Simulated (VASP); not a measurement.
Runs of VASP 6.6.1 on Br. The structure is that of space group I4/mmm (No. 139), or close to it. The cells are those of the table. 

| task | level | spin | fixed moment (μB) | cell | cutoff (eV) | smearing | gap on the mesh (eV) | pressure (GPa) |
| --- | --- | --- | --- | --- | --- | --- | --- | --- |
| single point | PBE | off | - | a = 4.105 Å, angles 139.4, 139.4, 58.7°, 1 atom | 520 | fermi-dirac 0.01 eV | none | 1.4 |
| relaxation of cell and atoms | PBE+D3(BJ) | off | - | relaxed from a = 4.105 Å, angles 139.4, 139.4, 58.7°, 1 atom | 500 | fermi-dirac 0.05 eV | none | 0.0 |
| relaxation of cell and atoms | PBE | off | - | relaxed to 10 GPa from a = 4.105 Å, angles 139.4, 139.4, 58.7°, 1 atom | 500 | fermi-dirac 0.05 eV | none | 10.0 |
| single point | BLYP | off | - | a = 4.007, b = 4.043, c = 4.056 Å, angles 138.8, 138.3, 60.4°, 1 atom | 520 | tetrahedron | none | 4.3 |
| single point | PBE | off | - | a = 4.105 Å, angles 139.4, 139.4, 58.7°, 1 atom | 520 | fermi-dirac 0.025 eV | none | 1.4 |
| single point | BLYP | off | - | a = 4.060, b = 4.097, c = 4.110 Å, angles 138.8, 138.3, 60.4°, 1 atom | 520 | tetrahedron | none | 2.6 |
| single point | r2SCAN+rVV10 | collinear, ferromagnetic start | 1.0 | a = 4.105 Å, angles 139.4, 139.4, 58.7°, 1 atom | 520 | tetrahedron | - | (a) |
| single point | PBE | off | - | a = 4.021 Å, angles 139.4, 139.4, 58.7°, 1 atom | 520 | fermi-dirac 0.05 eV | none | 4.2 |

Alike in all rows: potentials or basis VASP PAW PBE potentials, release 64 (Br); k mesh 13 × 13 × 13.

Problem. Estimate the missing entries.

Solution. (a) 7.6.

Caveats: an odd number of electrons without spin polarisation forces a metal (some runs); a magnetic or distorted state may lie lower (some runs); the PAW data sets were made with another functional, which shifts forces and pressure a little (some runs); tetrahedron occupations give inexact forces and stress in metals (some runs); pairwise dispersion overbinds metals, which lowers pressure and volume (some runs); the cell is relaxed towards a set pressure, so the enthalpy falls and the energy may rise (some runs).

A k mesh can miss the band edges, and the runs leave out spin-orbit coupling on Br.

A gap of «none» marks levels without a gap at the run's occupations.
